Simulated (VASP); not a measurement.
A run of VASP 6.6.1:

The input INCAR:

```
SYSTEM = Nb
PREC = Accurate
ENCUT = 520
EDIFF = 1E-6
ISMEAR = -1
SIGMA = 0.05
LREAL = .False.
LASPH = .True.
NELM = 150
ALGO = Normal
ISIF = 2
LWAVE = .False.
LCHARG = .False.
ISPIN = 2
MAGMOM = 1
LORBIT = 11
LMAXMIX = 4
GGA = PE
NBANDS = 16
```

KPOINTS

```
regular mesh
0
Gamma
  13 13 13
  0 0 0
```

The input POSCAR:

```
Nb
1.0
   -1.6535683337      1.6535683337      1.6535683337
    1.6535683337     -1.6535683337      1.6535683337
    1.6535683337      1.6535683337     -1.6535683337
Nb
1
Direct
    0.0000000000      0.0000000000      0.0000000000
```

Potentials or basis: VASP PAW PBE potentials, release 64 (Nb_sv).

The run is started by

```console
$ cat potpaw_PBE.64/Nb_sv/POTCAR > POTCAR
$ mpirun -np 1 vasp_std > vasp.out
```

Hardware: 1 thread of AMD EPYC 9R45 96-Core Processor (Zen 5) (shared host).

How long does it take, and how much memory?

Wall time 34 s on 1 thread of AMD EPYC 9R45 96-Core Processor (Zen 5) (shared host), peak memory 0.14 GiB. Counts: scf iterations 14, k points 84.
